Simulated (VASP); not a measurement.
Set up this calculation in VASP 6.6.1, as the native input.

```yaml
Task: single point
Functional: PBE
Potentials_or_basis: VASP PAW PBE potentials, release 64 (W_sv)
Cutoff: 520 eV
k_mesh: 9 × 9 × 12
Occupations: fermi-dirac, width 0.08 eV
Spin: no spin polarisation
Dipole_correction: no
Further_INCAR_settings: ALGO = Normal; EDIFF = 1e-06; NBANDS = 28
```

The structure of W lies in POSCAR:

```
W
1.0
    4.3273563164      0.0000000000      0.0000000000
   -2.1636781582      3.7476005012      0.0000000000
    0.0000000000      0.0000000000      2.4452127575
W
3
Direct
    0.0000000000      0.0000000000      0.0000000000
    0.3333333333      0.6666666667      0.5000000000
    0.6666666667      0.3333333333      0.5000000000
```

This isn't the form of W at room conditions, which is bcc.

One way to write it, as run:

INCAR

```
PREC = Accurate
ENCUT = 520
EDIFF = 1E-6
ISMEAR = -1
SIGMA = 0.08
LREAL = False
LASPH = True
NELM = 80
ALGO = Normal
ISIF = 2
LWAVE = False
LCHARG = False
GGA = PE
NBANDS = 28
```

KPOINTS

```
regular mesh
0
Gamma
  9 9 12
```

Potentials or basis: VASP PAW PBE potentials, release 64 (W_sv).

Run with:

```sh
$ cat potpaw_PBE.64/W_sv/POTCAR > POTCAR
$ mpirun -np 1 vasp_std > vasp.out
```

Results of the run:

| Quantity | Value |
| --- | --- |
| Pressure | 100.0 GPa |
| Band gap on the k mesh | zero (bands 21 and 22 overlap by 1.42 eV) |

Caveat: the cell stands under pressure; spin-orbit coupling is left out, which moves the levels of the heavy elements.

It took 50 s on 1 thread of Intel(R) Xeon(R) 6975P-C (Granite Rapids), with other jobs on the host, peak memory 0.19 GiB.
